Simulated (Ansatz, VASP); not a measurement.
**Two plane-wave programs on CdTe**

```xyz
2
Lattice="0.0000 3.2883 3.2883 3.2883 0.0000 3.2883 3.2883 3.2883 0.0000" Properties=species:S:1:pos:R:3 pbc="T T T"
Cd    0.0000    0.0000    0.0000
Te    4.9324    4.9324    4.9324
```

Alike in both runs: task single point; functional LDA; k mesh 8 × 8 × 8; occupations gaussian, width 0.05 eV; no spin polarisation.

|  | VASP | Ansatz |
| --- | --- | --- |
| version | VASP 6.6.1 | Ansatz 0.2.0 |
| potentials or method | VASP PAW LDA potentials, release 64 (Cd, Te), cutoff 520 eV | scalar-relativistic, plane waves, PAW |
| valence electrons in the cell | 18 | 36 |

|  | VASP | Ansatz | Ansatz less VASP |
| --- | --- | --- | --- |
| gap on the k mesh at the Fermi level (eV) | 0.42 | 0.38 | -0.038 |
| least direct gap on the mesh (eV) | 0.42 | 0.38 | -0.038 |
| pressure (GPa) | -2.8 | -3.0 | -0.20 |

LDA's correlation is that of Perdew and Zunger in VASP and of Perdew and Wang (1992) in Ansatz. VASP's potentials hold 18 valence electrons a cell and Ansatz's 36, so a difference there can come from the potentials and not from the codes.

Spin-orbit coupling is off throughout.
